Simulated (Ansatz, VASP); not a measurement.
## Two plane-wave programs on LiAl4O

```xyz
6
Lattice="2.6489 0.0000 0.0000 -1.3244 2.2940 0.0000 0.0000 0.0000 18.1674" Properties=species:S:1:pos:R:3 pbc="T T T"
Li    0.0000    0.0000    8.1983
Al    1.3244    0.7647    9.5170
Al    0.0000    0.0000    1.4102
Al    0.0000    0.0000    4.0633
Al    1.3244    0.7647    6.8779
O     1.3244    0.7647    2.7364
```

Change from the starting cell: species swapped into the MoWSe4 type (P3m1, No. 156).

Alike in both runs: task single point; functional PBE; k mesh 6 × 6 × 1; occupations gaussian, width 0.1 eV; no spin polarisation.

|  | VASP | Ansatz |
| --- | --- | --- |
| version | VASP 6.6.1 | Ansatz 0.2.0 |
| potentials or method | VASP PAW PBE potentials, release 64 (Li_sv, Al, O), cutoff 520 eV | scalar-relativistic, plane waves, PAW |
| valence electrons in the cell | 21 | 21 |

```tsv
	VASP	Ansatz	Ansatz less VASP
gap on the k mesh at the Fermi level (eV)	none	none	-
rms of the force components (eV/Å)	2.203	2.201	-0.0027
```

Atom by atom the forces differ by 0.009 eV/Å (rms over components). A gap of «none» marks a metal or a gap that the smearing closes.

The k mesh is coarse, so the values compare programs but aren't converged. Noted on VASP's run: the cutoff is under 1.25 times that of the potentials, so the pressure is a little rough.
